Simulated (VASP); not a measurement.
## Ge: single point with LDA

The system is Ge.

```
CELL_PARAMETERS angstrom
1.48805 -2.59469 0.00000
1.48805 2.59469 0.00000
0.00000 0.00000 4.72760
ATOMIC_POSITIONS crystal
Ge 0.67077 0.30057 0.21120
Ge 0.32640 0.69670 0.74087
```

```
Program             : VASP 6.6.1
Task                : single point
Functional          : LDA
Potentials or basis : VASP PAW LDA potentials, release 64 (Ge_d)
Cutoff              : 520 eV
k mesh              : 8 × 8 × 4
Occupations         : fermi-dirac, width 0.1 eV
Spin                : no spin polarisation
```

```yaml
Pressure: -0.3 GPa
Largest_force: 0.490 eV/Å
Band_gap_on_the_k_mesh: zero (bands 14 and 15 overlap by 8.77 eV)
```

Forces on the atoms (eV/Å):
```
Ge  -0.008  0.001  0.490
Ge   0.008 -0.001 -0.490
```

Stress tensor (GPa, compression positive):
```
-2.14  0.13  0.51
 0.13 -3.21  0.43
 0.51  0.43  4.50
```

Levels at points of the mesh, in eV from the Fermi level:
```csv
k point,band 12,band 13,band 14,band 15,band 16,band 17
"(0.00, 0.00, 0.00)",-7.67,-5.63,6.05,6.76,7.77,9.04
"(0.50, 0.00, 0.00)",-7.40,-2.45,-1.54,-0.87,1.27,2.27
"(0.00, 0.50, 0.00)",-7.70,-2.28,-1.62,-0.50,0.73,2.22
"(0.50, 0.50, 0.00)",-6.96,-2.80,-1.61,-1.21,2.07,2.29
"(0.00, 0.00, 0.50)",-11.36,1.26,2.18,7.05,7.34,7.65
"(0.50, 0.00, 0.50)",-6.95,-5.34,-4.77,3.34,4.09,4.90
"(0.00, 0.50, 0.50)",-7.01,-5.35,-4.96,3.38,4.24,4.96
"(0.50, 0.50, 0.50)",-7.03,-5.23,-4.48,3.49,4.43,4.56
```

It took 36 s on 1 thread of AMD EPYC 9R45 96-Core Processor (Zen 5) (shared host), peak memory 0.16 GiB.
